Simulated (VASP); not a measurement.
# CoSn (Pm-3m) in VASP: relaxation of cell and atoms with PBE

Aim: the relaxation of cell and atoms of CoSn with PBE.

Program: VASP 6.6.1. These are calculated values, not measurements. Logs are shortened: lines on timing, memory, paths and dates and some standing lists are left out, and cuts for length are marked.

## Step 1: The cell of the first run

Symmetry: Pm-3m, No. 221, cubic system. The conventional cell has a = 3.150 Å, b = 3.150 Å, c = 3.150 Å, α = 90.00°, β = 90.00°, γ = 90.00°. Within 3.6 Å of Co (site symmetry m-3m) lie 8 Sn at 2.73 Å and 6 Co at 3.15 Å. Sn (site symmetry m-3m) has 8 Co at 2.73 Å and 6 Sn at 3.15 Å within 3.6 Å.

## Step 2: Relaxation of cell and atoms, PBE, collinear spin, ferromagnetic start

INCAR reads:

```
SYSTEM = CoSn
  ALGO = Fast
  EDIFF = 1E-7
  EDIFFG = -0.01
  ENCUT = 600
  GGA = PE
  IBRION = 2
  ISIF = 3
  ISMEAR = 0
  ISPIN = 2
  LASPH = .True.
  LCHARG = .False.
  LMAXMIX = 4
  LORBIT = 11
  LREAL = .False.
  LWAVE = .False.
  MAGMOM = 0.74 0
  NELM = 150
  NSW = 100
  PREC = Accurate
  SIGMA = 0.1
```

KPOINTS reads:

```
k-points
0
Gamma
  18 18 18
  0 0 0
```

POSCAR reads:

```
CoSn
1.0
    3.1498113201      0.0000000000      0.0000000000
    0.0000000000      3.1498113201      0.0000000000
    0.0000000000      0.0000000000      3.1498113201
Co Sn
1 1
Direct
    0.0000000000      0.0000000000      0.0000000000
    0.5000000000      0.5000000000      0.5000000000
```

Potentials or basis: VASP PAW PBE potentials, release 64 (Co, Sn_d).

Launch:

```
> cat potpaw_PBE.64/Co/POTCAR potpaw_PBE.64/Sn_d/POTCAR > POTCAR
> mpirun -np 1 vasp_std > vasp.out
```

OUTCAR:

```text
SYSTEM = CoSn
   EDIFF = 1E-7
   EDIFFG = -0.01
   ENCUT = 600
   GGA = PE
   IBRION = 2
   ISIF = 3
   ISMEAR = 0
   ISPIN = 2
   LASPH = .True.
   LORBIT = 11
   LREAL = .False.
   NELM = 150
   NSW = 100
   PREC = Accurate

 ion  position               nearest neighbor table
   1  0.000  0.000  0.000-   2 2.73   2 2.73   2 2.73   2 2.73   2 2.73   2 2.73   2 2.73   2 2.73

   2  0.500  0.500  0.500-   1 2.73   1 2.73   1 2.73   1 2.73   1 2.73   1 2.73   1 2.73   1 2.73

  LATTYP: Found a simple cubic cell.
 ALAT       =     3.1498113201

  Lattice vectors:

 A1 = (   3.1498113201,   0.0000000000,   0.0000000000)
 A2 = (   0.0000000000,   3.1498113201,   0.0000000000)
 A3 = (   0.0000000000,   0.0000000000,   3.1498113201)

Analysis of symmetry for initial positions (statically):
=====================================================================
 Subroutine PRICEL returns:
 Original cell was already a primitive cell.

 Routine SETGRP: Setting up the symmetry group for a
 simple cubic supercell.

 Subroutine GETGRP returns: Found 48 space group operations
 (whereof 48 operations were pure point group operations)
 out of a pool of 48 trial point group operations.

The static configuration has the point symmetry O_h .

Analysis of symmetry for dynamics (positions and initial velocities):
=====================================================================
 Subroutine PRICEL returns:
 Original cell was already a primitive cell.

 Routine SETGRP: Setting up the symmetry group for a
 simple cubic supercell.

 Subroutine GETGRP returns: Found 48 space group operations
 (whereof 48 operations were pure point group operations)
 out of a pool of 48 trial point group operations.

The dynamic configuration has the point symmetry O_h .

Analysis of structural, dynamic, and magnetic symmetry:
=====================================================================
 Subroutine PRICEL returns:
 Original cell was already a primitive cell.

 Routine SETGRP: Setting up the symmetry group for a
 simple cubic supercell.

 Subroutine GETGRP returns: Found 48 space group operations
 (whereof 48 operations were pure point group operations)
 out of a pool of 48 trial point group operations.

The overall configuration has the point symmetry O_h .

 Subroutine INISYM returns: Found 48 space group operations
 (whereof 48 operations are pure point group operations),
 and found     1 'primitive' translations

----------------------------------------------------------------------------------------

                                     Primitive cell

  volume of cell :      31.2503

  direct lattice vectors                    reciprocal lattice vectors
     3.149811320  0.000000000  0.000000000     0.317479334  0.000000000  0.000000000
     0.000000000  3.149811320  0.000000000     0.000000000  0.317479334  0.000000000
     0.000000000  0.000000000  3.149811320     0.000000000  0.000000000  0.317479334

  length of vectors
     3.149811320  3.149811320  3.149811320     0.317479334  0.317479334  0.317479334

  position of ions in fractional coordinates (direct lattice)
     0.000000000  0.000000000  0.000000000
     0.500000000  0.500000000  0.500000000

  ion indices of the primitive-cell ions
   primitive index   ion index
                 1           1
                 2           2

----------------------------------------------------------------------------------------

 KPOINTS: k-points

Automatic generation of k-mesh.
 Grid dimensions read from file:
 generate k-points for:   18   18   18

 Generating k-lattice:

  Cartesian coordinates                     Fractional coordinates (reciprocal lattice)
     0.017637741  0.000000000  0.000000000     0.055555556  0.000000000  0.000000000
     0.000000000  0.017637741  0.000000000     0.000000000  0.055555556  0.000000000
     0.000000000  0.000000000  0.017637741     0.000000000  0.000000000  0.055555556

  Length of vectors
     0.017637741  0.017637741  0.017637741

  Shift w.r.t. Gamma in fractional coordinates (k-lattice)
     0.000000000  0.000000000  0.000000000

 Subroutine IBZKPT returns following result:
 ===========================================

 Found    220 irreducible k-points:

 Following reciprocal coordinates:
            Coordinates               Weight
  0.000000  0.000000  0.000000      1.000000
  0.055556  0.000000  0.000000      6.000000
  0.111111  0.000000  0.000000      6.000000
  0.166667  0.000000  0.000000      6.000000
  0.222222  0.000000  0.000000      6.000000
  0.277778  0.000000  0.000000      6.000000
[... 16 lines left out ...]
  0.277778  0.111111  0.000000     24.000000
  0.333333  0.111111  0.000000     24.000000
 [... further k-points ...]
   k-points           NKPTS =    220   k-points in BZ     NKDIM =    220   number of bands    NBANDS=     15
   number of dos      NEDOS =    301   number of ions     NIONS =      2
   total plane-waves  NPLWV =  21952
   dimension x,y,z NGX =    28 NGY =   28 NGZ =   28
   dimension x,y,z NGXF=    56 NGYF=   56 NGZF=   56
   ions per type =               1   1
   NGX,Y,Z   is equivalent  to a cutoff of  14.78, 14.78, 14.78 a.u.
   NGXF,Y,Z  is equivalent  to a cutoff of  29.56, 29.56, 29.56 a.u.
 SYSTEM =  CoSn
   PREC   = accura    normal or accurate (medium, high low for compatibility)
   ISTART =      0    job   : 0-new  1-cont  2-samecut
   ICHARG =      2    charge: 1-file 2-atom 10-const
   ISPIN  =      2    spin polarized calculation?
   LNONCOLLINEAR =      F non collinear calculations
   LSORBIT =      F    spin-orbit coupling
   LASPH  =      T    aspherical Exc in radial PAW
   ENCUT  =  600.0 eV  44.10 Ry    6.64 a.u.   6.29  6.29  6.29*2*pi/ulx,y,z
   NELM   =    150;   NELMIN=  2; NELMDL= -5     # of ELM steps
   EDIFF  = 0.1E-06   stopping-criterion for ELM
   LREAL  =      F    real-space projection
   EDIFFG = -.1E-01   stopping-criterion for IOM
   NSW    =    100    number of steps for IOM
   IBRION =      2    ionic relax: 0-MD 1-quasi-New 2-CG
   NFREE  =      1    steps in history (QN), initial steepest desc. (CG)
   ISIF   =      3    stress and relaxation
   ISYM   =      2    0-nonsym 1-usesym 2-fastsym
   POTIM  = 0.5000    time-step for ionic-motion
   TEBEG  =    0.0;   TEEND  =   0.0 temperature during run
   PSTRESS=    0.0 pullay stress
   NELECT =      23.0000    total number of electrons
   NUPDOWN=      -1.0000    fix difference up-down
   EMIN   =  10.00;   EMAX   =-10.00  energy-range for DOS
   EFERMI =   0.00;   METHOD = LEGACY
   ISMEAR =     0;   SIGMA  =   0.10  broadening in eV -4-tet -1-fermi 0-gaus
   EFERMI_NEDOS =   21; number of points for ismear=-14 and -15
   IALGO  =     68    algorithm
   IMIX   =      4    mixing-type and parameters
     AMIX     =   0.40;   BMIX     =  1.00
     AMIX_MAG =   1.60;   BMIX_MAG =  1.00
  volume/ion in A,a.u.               =      15.63       105.44
  Fermi-wavevector in a.u.,A,eV,Ry     =   1.478086  2.793177 29.725150  2.184737
  Thomas-Fermi vector in A             =   2.592410
   LORBIT       =     11    0 simple, 1 ext, 2 COOP (PROOUT), +10 PAW based schemes
   GGA     = PE    functional components
   LHFCALC =     F    Hartree Fock is set to
   AEXX    =    0.0000 exact exchange contribution
   IVDW    =     0    specifies the selected vdW correction
   LEPSILON=     F    determine dielectric tensor
   LRPA    =     F    only Hartree local field effects (RPA)
 conjugate gradient relaxation of ions
 spin polarized calculation
 RMM-DIIS sequential band-by-band and
 Gauss-broadening in eV      SIGMA  =   0.10
  energy-cutoff  :      600.00
  volume of cell :       31.25
 maximum number of plane-waves:      1064
 NGX is ok and might be reduce to    28
   NGX = 13   NGY = 13   NGZ = 13

--------------------------------------- Ionic step        1  -------------------------------------------

 number of electron      23.0000007 magnetization       0.7119203

 Free energy of the ion-electron system (eV)
  ---------------------------------------------------
  ext. energy  EPLUGINS =         0.00000000
  ---------------------------------------------------
  free energy    TOTEN  =       -10.57780883 eV

  energy without entropy =      -10.56615589  energy(sigma->0) =      -10.57198236

------------------------ aborting loop because EDIFF is reached ----------------------------------------

  FORCE on cell =-STRESS in cart. coord.  units (eV):
  Direction    XX          YY          ZZ          XY          YZ          ZX
  --------------------------------------------------------------------------------------
  -------------------------------------------------------------------------------------
  Total        0.1972775      0.1972775      0.1972775      0.0000000      0.0000000     -0.0000000
  in kB       10.1142699     10.1142699     10.1142699      0.0000000      0.0000000     -0.0000000
  external PRESSURE =      10.1142699 kB  Pullay stress =       0.0000000 kB

 VOLUME and BASIS-vectors are now :
 -----------------------------------------------------------------------------
  energy-cutoff  :      600.00
  volume of cell :       31.25
      direct lattice vectors                 reciprocal lattice vectors
     3.149811320  0.000000000  0.000000000     0.317479334  0.000000000  0.000000000
     0.000000000  3.149811320  0.000000000     0.000000000  0.317479334  0.000000000
     0.000000000  0.000000000  3.149811320     0.000000000  0.000000000  0.317479334
[... 37 lines left out ...]
 POSITION                                       TOTAL-FORCE (eV/Angst)
 -----------------------------------------------------------------------------------
      0.00000      0.00000      0.00000        -0.000000     -0.000000      0.000000
      1.58240      1.58240      1.58240         0.000000      0.000000      0.000000
 -----------------------------------------------------------------------------------
    total drift:                                0.000000      0.000000      0.000000

  FREE ENERGIE OF THE ION-ELECTRON SYSTEM (eV)
  ---------------------------------------------------
  free  energy   TOTEN  =       -10.5782772997 eV

  energy  without entropy=      -10.5671239240  energy(sigma->0) =      -10.57270061

--------------------------------------- Ionic step        3  -------------------------------------------

 number of electron      23.0000011 magnetization       0.7294602

 Free energy of the ion-electron system (eV)
  ---------------------------------------------------
  ext. energy  EPLUGINS =         0.00000000
  ---------------------------------------------------
  free energy    TOTEN  =       -10.57863989 eV

  energy without entropy =      -10.56727340  energy(sigma->0) =      -10.57295665

 E-fermi :  11.4261     XC(G=0): -12.3208

 val. band max:       11.4234111899   @ k =   0.3333   0.0556   0.0000
 cond. band min:      11.4306525015   @ k =   0.4444   0.3889   0.0556
 fundamental gap:      0.0072413115
 Fermi energy:        11.4260970389

 spin component 1

 k-point     1 :       0.0000    0.0000    0.0000
  band No.  band energies     occupation
      1     -10.5371      1.00000
      2     -10.5371      1.00000
      3     -10.2474      1.00000
      4     -10.2474      1.00000
      5     -10.2474      1.00000
      6      -0.9352      1.00000
      7       8.6394      1.00000
      8       8.6394      1.00000
      9      10.1308      1.00000
     10      10.1308      1.00000
     11      10.1308      1.00000
     12      14.0061      0.00000
     13      14.0061      0.00000
     14      14.0061      0.00000
     15      19.1677      0.00000
[... 397 lines left out ...]
 k-point    24 :       0.3333    0.1111    0.0000
  band No.  band energies     occupation
      1     -10.5002      1.00000
      2     -10.3355      1.00000
      3     -10.3239      1.00000
      4     -10.3092      1.00000
      5     -10.2494      1.00000
      6       0.9773      1.00000
      7       6.4465      1.00000
      8       8.7413      1.00000
      9       9.3362      1.00000
     10       9.4893      1.00000
     11      10.0664      1.00000
     12      10.5011      1.00000
     13      14.9726      0.00000
     14      16.9066      0.00000
     15      20.0333      0.00000

 [... further k-points ...]

 spin component 2

 k-point     1 :       0.0000    0.0000    0.0000
  band No.  band energies     occupation
      1     -10.5379      1.00000
      2     -10.5379      1.00000
      3     -10.2484      1.00000
      4     -10.2484      1.00000
      5     -10.2484      1.00000
      6      -0.9461      1.00000
      7       9.5143      1.00000
      8       9.5144      1.00000
      9      10.6410      1.00000
     10      10.6410      1.00000
     11      10.6410      1.00000
     12      14.0052      0.00000
     13      14.0052      0.00000
     14      14.0052      0.00000
     15      19.3056      0.00000
[... 436 lines left out ...]
 POSITION                                       TOTAL-FORCE (eV/Angst)
 -----------------------------------------------------------------------------------
      0.00000      0.00000      0.00000        -0.000000     -0.000000      0.000000
      1.57939      1.57939      1.57939         0.000000      0.000000      0.000000
 -----------------------------------------------------------------------------------
    total drift:                                0.000000      0.000000      0.000000

  FREE ENERGIE OF THE ION-ELECTRON SYSTEM (eV)
  ---------------------------------------------------
  free  energy   TOTEN  =       -10.5786398935 eV

  energy  without entropy=      -10.5672734049  energy(sigma->0) =      -10.57295665

 reached required accuracy - stopping structural energy minimisation

 total charge

# of ion       s       p       d       tot
------------------------------------------
    1        0.347   0.347   7.483   8.177
    2        1.116   1.192  10.080  12.387
--------------------------------------------------
tot          1.463   1.539  17.563  20.564

 magnetization (x)

# of ion       s       p       d       tot
------------------------------------------
    1        0.008  -0.001   0.760   0.767
    2        0.006  -0.002  -0.011  -0.007
--------------------------------------------------
tot          0.014  -0.003   0.749   0.760
```

It took 21 min on 1 thread of Intel Xeon 8259CL, shared host; peak memory 0.36 GiB.

Results:

```yaml
Free_energy: -10.5786 eV
Relaxed_volume: 15.76 Å³/atom
Relaxed_cell: a = 3.159 Å, b = 3.159 Å, c = 3.159 Å, α = 90.00°, β = 90.00°, γ = 90.00°
Space_group_after_relaxing_to_0.05_Å: Pm-3m (No. 221)
Energy_gained_by_relaxing: 0.4 meV/atom
Ionic_steps: 3
Pressure_after_relaxing: 0.0 GPa
Net_moment: 0.73 μB per cell
Site_moments: Co +0.77; Sn -0.01 μB
Valence_electrons_inside_the_program's_atomic_spheres: Co 8.18; Sn 12.39
```

Step by step:
```tsv
step	energy change (eV)	largest force (eV/Å)	pressure (GPa)	volume (Å³)
1	0.0000	0.0000	1.01	31.25
2	-0.0005	0.0000	-0.64	31.70
3	-0.0008	0.0000	0.01	31.52
```

Final structure:
```cif
data_structure
_symmetry_space_group_name_H-M 'P 1'
_symmetry_Int_Tables_number 1
_cell_length_a 3.1588
_cell_length_b 3.1588
_cell_length_c 3.1588
_cell_angle_alpha 90.000
_cell_angle_beta 90.000
_cell_angle_gamma 90.000
_cell_volume 31.52
loop_
_atom_site_label
_atom_site_type_symbol
_atom_site_fract_x
_atom_site_fract_y
_atom_site_fract_z
_atom_site_occupancy
Co1 Co 0.00000 0.00000 0.00000 1
Sn1 Sn 0.50000 0.50000 0.50000 1
```

Caveat: spin-orbit coupling is left out, which moves the levels of the heavy elements.
